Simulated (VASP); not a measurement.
AlN: single point with r2SCAN

Crystal: AlN.

```
CELL_PARAMETERS angstrom
0.00000 2.05039 2.05039
2.05039 0.00000 2.05039
2.05039 2.05039 0.00000
ATOMIC_POSITIONS crystal
Al 0.00000 0.00000 0.00000
N 0.50000 0.50000 0.50000
```

This cell differs from its parent crystal: Ga replaced by Al, lengths x 0.997, strained.

```json
{
  "Program": "VASP 6.6.1",
  "Task": "single point",
  "Functional": "r2SCAN",
  "Potentials or basis": "VASP PAW PBE potentials, release 64 (Al, N)",
  "Cutoff": "520 eV",
  "k mesh": "8 × 8 × 8",
  "Occupations": "gaussian, width 0.1 eV",
  "Spin": "no spin polarisation",
  "Dipole correction": "no",
  "Further INCAR settings": "ALGO = Normal; EDIFF = 1e-07; NBANDS = 11"
}
```

The pressure is -12.5 GPa. The band gap on the k mesh is 5.06 eV, indirect (least direct gap 5.89 eV).

Levels at points of the mesh, in eV from the valence-band top:
| k point | band 1 | band 2 | band 3 | band 4 | band 5 | band 6 | band 7 | band 8 |
| --- | --- | --- | --- | --- | --- | --- | --- | --- |
| (0.00, 0.00, 0.00) | -18.02 | 0.00 | 0.00 | 0.00 | 5.89 | 12.77 | 12.77 | 12.77 |
| (0.50, 0.00, 0.00) | -14.95 | -8.17 | -1.08 | -1.08 | 6.63 | 11.55 | 11.55 | 13.97 |
| (0.50, 0.50, 0.00) | -14.03 | -7.26 | -2.79 | -2.79 | 5.06 | 6.05 | 14.83 | 18.01 |

It took 21 s on 1 thread of AMD EPYC 9R45 96-Core Processor (Zen 5), with other jobs on the host, peak memory 0.11 GiB.

Caveat: the cell differs from its parent crystal (Ga replaced by Al, lengths x 0.997, strained); the PAW data sets were made with another functional, which shifts forces and pressure a little. A k mesh can miss the band edges.
